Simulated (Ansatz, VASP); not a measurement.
## C in VASP and in Ansatz

```xyz
2
Lattice="0.0000 2.1760 3.4645 1.2570 0.0000 3.4645 1.2570 2.1760 0.0000" Properties=species:S:1:pos:R:3 pbc="T T T"
C     1.2570    0.5725    3.4645
C     1.2570    3.7794    3.4645
```

Alike in both runs: task single point; functional PBE; dispersion D3(BJ); k mesh 16 × 16 × 16; occupations gaussian, width 0.03 eV; no spin polarisation.

|  | VASP | Ansatz |
| --- | --- | --- |
| version | VASP 6.6.1 | Ansatz 0.2.0 |
| potentials or method | VASP PAW PBE potentials, release 64 (C), cutoff 520 eV | scalar-relativistic, plane waves, PAW |
| valence electrons in the cell | 8 | 8 |

|  | VASP | Ansatz | Ansatz less VASP |
| --- | --- | --- | --- |
| gap on the k mesh at the Fermi level (eV) | none | none | - |
| rms of the force components (eV/Å) | 13.000 | 12.841 | -0.1584 |

Atom by atom the forces differ by 0.158 eV/Å (rms over components). A gap of «none» marks a metal or a gap that the smearing closes.
